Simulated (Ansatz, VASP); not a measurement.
## MgO: VASP beside Ansatz

Contents of POSCAR:

```
MgO
1.0
    0.0000000000      2.0686600618      2.0686600618
    2.0686600618      0.0000000000      2.0686600618
    2.0686600618      2.0686600618      0.0000000000
Mg O
1 1
Direct
    0.0000000000      0.0000000000      0.0000000000
    0.5000000000      0.5000000000      0.5000000000
```

INCAR.step1

```
SYSTEM = MgO
PREC = Accurate ; ENCUT = 660
ISMEAR = -1 ; SIGMA = 0.05
LREAL = .False. ; LASPH = .True.
NELM = 120 ; NBANDS = 15
GGA = PE ; ALGO = Normal
EDIFF = 1E-5 ; LWAVE = .True.
LCHARG = .False. ; GGA_COMPAT = .False.
```

Contents of INCAR.step2:

```
SYSTEM = MgO
PREC = Accurate ; ENCUT = 660
EDIFF = 1E-6 ; ISMEAR = -1
SIGMA = 0.05 ; LREAL = .False.
LASPH = .True. ; NELM = 120
ALGO = Normal ; ISIF = 2
LWAVE = .False. ; LCHARG = .True.
METAGGA = R2SCAN ; LMIXTAU = .True.
LELF = .True. ; LVHAR = .True.
NBANDS = 15 ; ISTART = 1
GGA_COMPAT = .False.
```

File KPOINTS:

```
Automatic mesh
0
Gamma
  11 11 11
  0 0 0
```

The input input.yaml:

```yaml
crystal:
  lattice:
    - [0.0, 2.0686600618, 2.0686600618]
    - [2.0686600618, 0.0, 2.0686600618]
    - [2.0686600618, 2.0686600618, 0.0]
  atoms:
    - { symbol: Mg, position: [0.0, 0.0, 0.0] }
    - { symbol: O, position: [0.5, 0.5, 0.5] }
hamiltonian:
  xc: r2scan
  pseudopotentials: { kind: paw }
kpoints:
  mp_grid: { grid: [11, 11, 11] }
scf:
  occupations: { method: fermi_dirac, width: 0.05 }
output:
  forces: true
  stress: true
  eigenvalues: true
```

Alike in both runs: task single point; functional r2SCAN; k mesh 11 × 11 × 11; occupations fermi-dirac, width 0.05 eV; no spin polarisation.

|  | VASP | Ansatz |
| --- | --- | --- |
| version | VASP 6.6.1 | Ansatz 0.2.0 |
| potentials or method | VASP PAW PBE potentials, release 64 (Mg_sv, O) | Ansatz PAW |
| plane-wave cutoff (eV) | 660 | 500 |
| valence electrons in the cell | 16 | 16 |

VASP gave:

```
gap on the k mesh at the Fermi level (eV) : 6.22
least direct gap on the mesh (eV)         : 6.22
pressure (GPa)                            : 8.3
```

Q: Estimate Ansatz's values.

A: gap on the k mesh at the Fermi level (eV): 6.19; least direct gap on the mesh (eV): 6.19; pressure (GPa): 8.9.

VASP's potentials were made for PBE, not for r2SCAN.

Noted on Ansatz's run: odd divisions of the mesh miss points on the zone boundary, where band edges often lie, so the gap on the mesh can be too wide.
